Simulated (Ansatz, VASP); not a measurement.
## TiGa4Se in VASP and in Ansatz

```xyz
6
Lattice="0.0000 3.8681 3.8681 3.8681 0.0000 3.8681 3.8681 3.8681 0.0000" Properties=species:S:1:pos:R:3 pbc="T T T"
Ti    5.8022    5.8022    5.8022
Ga    2.9176    4.8187    4.8187
Ga    2.9176    2.9176    2.9176
Ga    4.8187    2.9176    4.8187
Ga    4.8187    4.8187    2.9176
Se    0.0000    0.0000    0.0000
```

Change from the starting cell: species swapped into the NdMgCu4 type (F-43m, No. 216).

Alike in both runs: task single point; functional PBE; k mesh 4 × 4 × 4; occupations gaussian, width 0.1 eV; collinear spin.

```csv
,VASP,Ansatz
version,VASP 6.6.1,Ansatz 0.2.0
potentials or method,"VASP PAW PBE potentials, release 64 (Ti_sv, Ga_d, Se), cutoff 520 eV","scalar-relativistic, plane waves, PAW"
valence electrons in the cell,70,80
```

```csv
,VASP,Ansatz,Ansatz less VASP
gap on the k mesh at the Fermi level (eV),none,none,-
pressure (GPa),-4.9,-5.0,-0.10
rms of the force components (eV/Å),0.065,0.064,-0.0012
net moment per atom (μB),0.00,0.00,-0.002
```

Atom by atom the forces differ by 0.001 eV/Å (rms over components). A gap of «none» marks a metal or a gap that the smearing closes. The functional is the same, so the differences come from potentials, cutoffs and numerics. VASP's potentials hold 70 valence electrons a cell and Ansatz's 80, so a difference there can come from the potentials and not from the codes. Ansatz's warnings: seeded moment not kept.
